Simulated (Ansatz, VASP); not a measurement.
**One calculation of GaP, two programs**

```
Ga P
1.0
     1.80869   -1.87997    0.00000
     1.80869    1.87997    0.00000
     0.00000    0.00000    5.08667
Ga P
1 1
Cartesian
  1.8087 0.0000 2.5433
  0.0000 0.0000 0.0000
```

Alike in both runs: functional PBE; k mesh 8 × 8 × 3; occupations gaussian, width 0.2 eV; no spin polarisation.

Ansatz relaxed the structure, and its values are those at the end. VASP's run is a single point on that final structure, the one shown.

```csv
,VASP,Ansatz
version,VASP 6.6.1,Ansatz 0.2.0
potentials or method,"VASP PAW PBE potentials, release 64 (Ga_d, P), cutoff 500 eV","scalar-relativistic, plane waves, PAW"
valence electrons in the cell,18,18
```

```csv
,VASP,Ansatz,Ansatz less VASP
gap on the k mesh at the Fermi level (eV),none,none,-
pressure (GPa),0.2,0.2,-0.02
```

A gap of «none» marks a metal or a gap that the smearing closes.

The k mesh is coarse, so the values compare programs but aren't converged.
